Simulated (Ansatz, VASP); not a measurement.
ZnAu in VASP and in Ansatz

File INCAR:

```
SYSTEM = ZnAu
  PREC = Accurate
  ENCUT = 520
  EDIFF = 1E-7
  ISMEAR = 0
  SIGMA = 0.15
  LREAL = .FALSE.
  LASPH = .TRUE.
  NELM = 100
  ALGO = Fast
  ISIF = 2
  LWAVE = .FALSE.
  LCHARG = .FALSE.
  GGA = PE
  NBANDS = 18
```

File KPOINTS:

```
regular mesh
0
G
  16 16 16
  0 0 0
```

The input POSCAR:

```
ZnAu
1.0
    3.0485911265      0.0000000000      0.0000000000
    0.0000000000      3.0485911265      0.0000000000
    0.0000000000      0.0000000000      3.3534502391
Zn Au
1 1
Direct
    0.5000000000      0.5000000000      0.5000000000
    0.0000000000      0.0000000000      0.0000000000
```

Input for Ansatz:

```yaml
crystal:
  lattice:
    - [3.0485911265, 0.0, 0.0]
    - [0.0, 3.0485911265, 0.0]
    - [0.0, 0.0, 3.3534502391]
  atoms:
    - { symbol: Zn, position: [0.5, 0.5, 0.5] }
    - { symbol: Au, position: [0.0, 0.0, 0.0] }
basis:
  ecutwfc: 420
kpoints:
  mp_grid: { grid: [16, 16, 16] }
hamiltonian:
  xc: pbe
scf:
  occupations: { method: gaussian, width: 0.15 }
output:
  forces: true
  stress: true
  eigenvalues: true
```

Alike in both runs: task single point; functional PBE; k mesh 16 × 16 × 16; occupations gaussian, width 0.15 eV; no spin polarisation.

|  | VASP | Ansatz |
| --- | --- | --- |
| version | VASP 6.6.1 | Ansatz 0.2.0 |
| potentials or method | VASP PAW PBE potentials, release 64 (Zn, Au), cutoff 520 eV | scalar-relativistic, plane waves, PAW |
| valence electrons in the cell | 23 | 31 |

VASP gave:

* gap on the k mesh at the Fermi level (eV): none
* pressure (GPa): 5.1
* traceless stress, the component that is largest in VASP (GPa): -0.38

Q: Which values does Ansatz return?

A: gap on the k mesh at the Fermi level (eV): none; pressure (GPa): 4.9; traceless stress, the component that is largest in VASP (GPa): -0.41.

A gap of «none» marks a metal or a gap that the smearing closes. With one functional, cell and mesh, what is left measures potentials, basis and numerics. VASP's potentials hold 23 valence electrons a cell and Ansatz's 31, so a difference there can come from the potentials and not from the codes.

Neither program's run includes spin-orbit coupling.
